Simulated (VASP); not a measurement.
Here is a VASP 6.6.1 calculation.

File INCAR:

```
SYSTEM = GaN
PREC     = Accurate       ! precision mode
ENCUT    = 600            ! plane-wave cutoff, eV
EDIFF    = 1E-6           ! SCF threshold, eV
ISMEAR   = 0              ! smearing method
SIGMA    = 0.02           ! smearing width, eV
LREAL    = .FALSE.        ! projectors in reciprocal space
LASPH    = .TRUE.         ! aspherical terms in the spheres
NELM     = 120            ! most SCF steps
ALGO     = Normal         ! electronic algorithm
ISIF     = 2              ! what is computed and relaxed
LWAVE    = .FALSE.        ! write WAVECAR
LCHARG   = .FALSE.        ! write CHGCAR
GGA      = PE             ! functional
IVDW     = 12             ! dispersion correction
NBANDS   = 16             ! bands
GGA_COMPAT= .FALSE.
```

Contents of KPOINTS:

```
regular mesh
0
G
  10 10 10
  0 0 0
```

The input POSCAR:

```
GaN
1.0
    0.0000000000      2.2591221385      2.2591221385
    2.2591221385      0.0000000000      2.2591221385
    2.2591221385      2.2591221385      0.0000000000
Ga N
1 1
Direct
    0.0000000000      0.0000000000      0.0000000000
    0.2500000000      0.2500000000      0.2500000000
```

Potentials or basis: VASP PAW PBE potentials, release 64 (Ga_d, N).

Command:

```sh
$ cat potpaw_PBE.64/Ga_d/POTCAR potpaw_PBE.64/N/POTCAR > POTCAR
$ mpirun -np 1 vasp_std > vasp.out
```

Question: Estimate the pressure.

Answer: -0.1 GPa.

Question: Estimate the dispersion energy per atom.

Answer: -0.252 eV.

Question: Estimate the band gap on the k mesh.

Answer: 1.68 eV.
